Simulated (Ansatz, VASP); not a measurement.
**Ge: VASP beside Ansatz**

```xyz
2
Lattice="0.0000 2.8374 2.8374 2.8374 0.0000 2.8374 2.8374 2.8374 0.0000" Properties=species:S:1:pos:R:3 pbc="T T T"
Ge    0.0000    0.0000    0.0000
Ge    1.4187    1.4187    1.4187
```

Alike in both runs: task single point; functional PBE; k mesh 11 × 11 × 11; occupations fermi-dirac, width 0.05 eV; non-collinear spin, spin-orbit coupling.

|  | VASP | Ansatz |
| --- | --- | --- |
| version | VASP 6.6.1 | Ansatz 0.2.0 |
| potentials or method | VASP PAW PBE potentials, release 64 (Ge_d), cutoff 520 eV | all-electron LAPW |

|  | VASP | Ansatz | Ansatz less VASP |
| --- | --- | --- | --- |
| pressure (GPa) | 2.9 | 3.0 | +0.04 |

Ansatz ran all-electron here, and VASP with PAW potentials.
